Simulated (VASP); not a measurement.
# BN (P6_3mc) in VASP: a series of runs, part 2 of 2

VASP 6.6.1. Earlier steps stand in the parts before.

### Step 3. Single point, PBE

Input file INCAR:

```
PREC = Accurate ; ENCUT = 600
EDIFF = 1E-6 ; ISMEAR = 0
SIGMA = 0.01 ; LREAL = F
LASPH = T ; NELM = 120
ALGO = Normal ; ISIF = 2
LWAVE = F ; LCHARG = F
GGA = PE ; NBANDS = 16
GGA_COMPAT = F
```

Input file KPOINTS:

```
regular mesh
0
Gamma
  6 6 4
```

Input file POSCAR:

```
BN
1.0
    2.5360000000      0.0000000000      0.0000000000
   -1.2680000000      2.1962404240      0.0000000000
    0.0000000000      0.0000000000      4.1990000000
B N
2 2
Direct
    0.6666666667      0.3333333333      0.0000000000
    0.3333333333      0.6666666667      0.5000000000
    0.6666666667      0.3333333333      0.3750000000
    0.3333333333      0.6666666667      0.8750000000
```

Potentials or basis: VASP PAW PBE potentials, release 64 (B, N).

Started as:

```console
$ cat potpaw_PBE.64/B/POTCAR potpaw_PBE.64/N/POTCAR > POTCAR
$ mpirun -np 1 vasp_std > vasp.out
```

OUTCAR:

```text
PREC = Accurate
   ENCUT = 600
   EDIFF = 1E-6
   ISMEAR = 0
   LREAL = F
   LASPH = T
   NELM = 120
   ISIF = 2
   GGA = PE

 ion  position               nearest neighbor table
   1  0.667  0.333  0.000-   4 1.56   4 1.56   4 1.56   3 1.57
   2  0.333  0.667  0.500-   3 1.56   3 1.56   3 1.56   4 1.57
   3  0.667  0.333  0.375-   2 1.56   2 1.56   2 1.56   1 1.57
   4  0.333  0.667  0.875-   1 1.56   1 1.56   1 1.56   2 1.57

  LATTYP: Found a hexagonal cell.
 ALAT       =     2.5360000000
 C/A-ratio  =     1.6557570978

  Lattice vectors:

 A1 = (   2.5360000000,   0.0000000000,   0.0000000000)
 A2 = (  -1.2680000000,   2.1962404240,   0.0000000000)
 A3 = (   0.0000000000,   0.0000000000,   4.1990000000)

Analysis of symmetry for initial positions (statically):
=====================================================================
 Subroutine PRICEL returns:
 Original cell was already a primitive cell.

 Routine SETGRP: Setting up the symmetry group for a
 hexagonal supercell.
[... 168 lines left out ...]

 E-fermi :   7.7237     XC(G=0): -12.8629

 val. band max:        7.6817072129   @ k =   0.0000   0.0000   0.0000
 cond. band min:      12.8800747483   @ k =   0.3333   0.3333   0.0000
 fundamental gap:      5.1983675354
 Fermi energy:         7.7237082345

 k-point     1 :       0.0000    0.0000    0.0000
  band No.  band energies     occupation
      1     -12.8374      2.00000
      2      -8.6437      2.00000
      3      -3.3271      2.00000
      4       5.5470      2.00000
      5       5.5470      2.00000
      6       7.4333      2.00000
[... 376 lines left out ...]
      3      -1.2080      2.00000
      4      -1.2080      2.00000
      5      -0.1398      2.00000
      6      -0.1398      2.00000
[... 8 lines left out ...]
     15      24.5274      0.00000
     16      24.5274      0.00000

------------------------ aborting loop because EDIFF is reached ----------------------------------------

  FORCE on cell =-STRESS in cart. coord.  units (eV):
  Direction    XX          YY          ZZ          XY          YZ          ZX
  --------------------------------------------------------------------------------------
  -------------------------------------------------------------------------------------
  Total        1.2345913      1.2345913      1.0416211      0.0000000      0.0000000      0.0000000
  in kB       84.5782719     84.5782719     71.3584377      0.0000000      0.0000000      0.0000000
  external PRESSURE =      80.1716605 kB  Pullay stress =       0.0000000 kB

 VOLUME and BASIS-vectors are now :
 -----------------------------------------------------------------------------
  energy-cutoff  :      600.00
  volume of cell :       23.39
      direct lattice vectors                 reciprocal lattice vectors
     2.536000000  0.000000000  0.000000000     0.394321767  0.227661778  0.000000000
    -1.268000000  2.196240424  0.000000000     0.000000000  0.455323556  0.000000000
     0.000000000  0.000000000  4.199000000     0.000000000  0.000000000  0.238151941

 POSITION                                       TOTAL-FORCE (eV/Angst)
 -----------------------------------------------------------------------------------
      1.26800      0.73208      0.00000         0.000000     -0.000000      0.052976
     -0.00000      1.46416      2.09950        -0.000000     -0.000000      0.052976
      1.26800      0.73208      1.57462        -0.000000      0.000000     -0.052976
     -0.00000      1.46416      3.67413         0.000000     -0.000000     -0.052976
 -----------------------------------------------------------------------------------
    total drift:                                0.000000     -0.000000     -0.000239

  FREE ENERGIE OF THE ION-ELECTRON SYSTEM (eV)
  ---------------------------------------------------
  free  energy   TOTEN  =       -34.8221453547 eV

  energy  without entropy=      -34.8221453547  energy(sigma->0) =      -34.82214535
```

stdout:

```text
POSCAR found type information on POSCAR B N
 POSCAR found :  2 types and       4 ions
 scaLAPACK will be used
 LDA part: xc-table for (Slater+PW92), standard interpolation
 POSCAR, INCAR and KPOINTS ok, starting setup
 FFT: planning ... GRIDC
 FFT: planning ... GRID_SOFT
 FFT: planning ... GRID
 WAVECAR not read
 entering main loop
```

It took 7.7 s on 1 thread of Intel Xeon Platinum 8488C (Sapphire Rapids), shared host; peak memory 0.13 GiB.

What came out:

- Free energy: -34.8221 eV
- Pressure: 8.0 GPa
- Largest force: 0.053 eV/Å
- Band gap on the k mesh: 5.20 eV (least direct gap 8.39 eV)

Forces in eV/Å, atoms in the order of the input:
```
B    0.000  0.000  0.053
B    0.000  0.000  0.053
N    0.000  0.000 -0.053
N    0.000  0.000 -0.053
```

Stress tensor (GPa, compression positive):
```
8.46 0.00 0.00
0.00 8.46 0.00
0.00 0.00 7.14
```

Caveat: the k points lie up to 0.48 Å⁻¹ apart.

### Step 4. Single point, PBE

Input file INCAR:

```
SYSTEM = BN
PREC = Accurate ; ENCUT = 600
EDIFF = 1E-6 ; ISMEAR = 0
SIGMA = 0.01 ; LREAL = .FALSE.
LASPH = .TRUE. ; NELM = 120
ALGO = Normal ; ISIF = 2
LWAVE = .FALSE. ; LCHARG = .FALSE.
GGA = PE ; NBANDS = 16
GGA_COMPAT = .FALSE.
```

Input file KPOINTS:

```
Automatic mesh
0
G
  12 12 4
  0 0 0
```

POSCAR is that of step 3.

Started as:

```console
$ cat potpaw_PBE.64/B/POTCAR potpaw_PBE.64/N/POTCAR > POTCAR
$ mpirun -np 1 vasp_std > vasp.out
```

Run time: 13 s. Hardware: 1 thread of Intel Xeon Platinum 8488C (Sapphire Rapids), shared host; peak memory 0.14 GiB.

The run converged. Its results:

- Free energy: -34.8264 eV
- Pressure: 8.0 GPa
- Largest force: 0.057 eV/Å
- Band gap on the k mesh: 5.20 eV (least direct gap 8.35 eV)

Forces in eV/Å, atoms in the order of the input:
```
B    0.000  0.000  0.057
B    0.000  0.000  0.057
N    0.000  0.000 -0.057
N    0.000  0.000 -0.057
```

Stress tensor (GPa, compression positive):
```
8.40 0.00 0.00
0.00 8.40 0.00
0.00 0.00 7.19
```

Levels at points of the mesh, in eV from the valence-band top:
| k point | band 4 | band 5 | band 6 | band 7 | band 8 | band 9 | band 10 | band 11 | band 12 | band 13 |
| --- | --- | --- | --- | --- | --- | --- | --- | --- | --- | --- |
| (0.00, 0.00, 0.00) | -2.13 | -2.13 | -0.25 | 0.00 | 0.00 | 8.44 | 8.44 | 8.62 | 9.69 | 10.97 |
| (0.50, 0.00, 0.00) | -7.87 | -6.95 | -5.03 | -4.44 | -2.14 | 6.77 | 8.01 | 10.71 | 11.61 | 13.00 |
| (0.00, 0.00, 0.50) | -5.75 | -1.18 | -1.18 | -1.18 | -1.18 | 9.61 | 9.61 | 10.00 | 10.00 | 10.00 |
| (0.50, 0.00, 0.50) | -10.10 | -3.81 | -3.81 | -3.59 | -3.59 | 6.64 | 6.64 | 10.11 | 10.11 | 14.42 |

Caveat: the cell stands under pressure.

### Step 5. Single point, PBE

Input file INCAR:

```
ALGO = Normal ; EDIFF = 1E-6
ENCUT = 600 ; GGA = PE
GGA_COMPAT = F ; ISIF = 2
ISMEAR = 0 ; LASPH = T
LCHARG = T ; LELF = T
LREAL = F ; LVHAR = T
LWAVE = F ; NBANDS = 16
NELM = 120 ; PREC = Accurate
SIGMA = 0.01
```

Input file KPOINTS:

```
k-points
0
Gamma
  12 12 8
```

POSCAR is that of step 4.

Started as:

```console
$ cat potpaw_PBE.64/B/POTCAR potpaw_PBE.64/N/POTCAR > POTCAR
$ mpirun -np 1 vasp_std > vasp.out
```

Run time: 21 s. Hardware: 1 thread of Intel Xeon Platinum 8488C (Sapphire Rapids), shared host; peak memory 0.16 GiB.

The run converged. Its results:

| Property | Result |
| --- | --- |
| Free energy | -34.8264 eV |
| Pressure | 8.0 GPa |
| Largest force | 0.058 eV/Å |
| Band gap on the k mesh | 5.20 eV (least direct gap 8.35 eV) |

Forces in eV/Å, atoms in the order of the input:
```
B    0.000  0.000  0.058
B    0.000  0.000  0.058
N    0.000  0.000 -0.058
N    0.000  0.000 -0.058
```

Stress tensor (GPa, compression positive):
```
8.40 0.00 0.00
0.00 8.40 0.00
0.00 0.00 7.19
```

Levels at points of the mesh, in eV from the valence-band top:
```
           k point  band 6  band 7  band 8  band 9  band 10  band 11
(0.00, 0.00, 0.00)   -0.25    0.00    0.00    8.44     8.44     8.62
(0.50, 0.00, 0.00)   -5.03   -4.44   -2.14    6.77     8.01    10.71
(0.00, 0.00, 0.50)   -1.18   -1.18   -1.18    9.61     9.61    10.00
(0.50, 0.00, 0.50)   -3.81   -3.59   -3.59    6.64     6.64    10.11
```

Caveat: the cell stands under pressure.

### Step 6. The runs side by side

| k mesh | gap on the mesh (eV) | pressure (GPa) | largest force (eV/Å) |
| --- | --- | --- | --- |
| 3 × 3 × 2 | 5.15 | 9.9 | 0.18 |
| 6 × 6 × 4 | 5.20 | 8.0 | 0.05 |
| 12 × 12 × 4 | 5.20 | 8.0 | 0.06 |
| 12 × 12 × 8 | 5.20 | 8.0 | 0.06 |

Alike in all rows: task single point; level PBE; potentials or basis VASP PAW PBE potentials, release 64 (B, N); no spin polarisation; cell as given; cutoff (eV) 600; smearing gaussian 0.01 eV.

Caveats: some runs use coarse meshes; the cell stands under pressure (at least some runs); an odd mesh through Γ misses points on the zone boundary, where band edges can lie (at least some runs).

Total energies depend on the potentials used, so only differences within one code and one set of settings carry meaning.
